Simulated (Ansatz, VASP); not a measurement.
# One calculation of SiC, two programs

```xyz
8
Lattice="3.1083 0.0000 0.0000 -1.5542 2.6919 0.0000 0.0000 0.0000 10.1775" Properties=species:S:1:pos:R:3 pbc="T T T"
Si    0.0000    0.0000   -0.0013
Si    0.0000    1.7946    2.5433
Si    0.0000    0.0000    5.0874
Si    1.5542    0.8973    7.6320
C     0.0000    0.0000    1.9061
C     0.0000    1.7946    4.4573
C     0.0000    0.0000    6.9948
C     1.5542    0.8973    9.5460
```

Change from the starting cell: hydrostatic strain +1.0%.

Alike in both runs: task single point; functional PBE; k mesh 12 × 12 × 4; occupations fermi-dirac, width 0.02 eV; no spin polarisation.

```csv
,VASP,Ansatz
version,VASP 6.6.1,Ansatz 0.2.0
potentials or method,"VASP PAW PBE potentials, release 64 (Si, C)","plane waves, PAW"
plane-wave cutoff (eV),520,420
valence electrons in the cell,32,32
```

```tsv
	VASP	Ansatz	Ansatz less VASP
gap on the k mesh at the Fermi level (eV)	2.22	2.22	+0.001
pressure (GPa)	-2.9	-2.9	+0.04
```
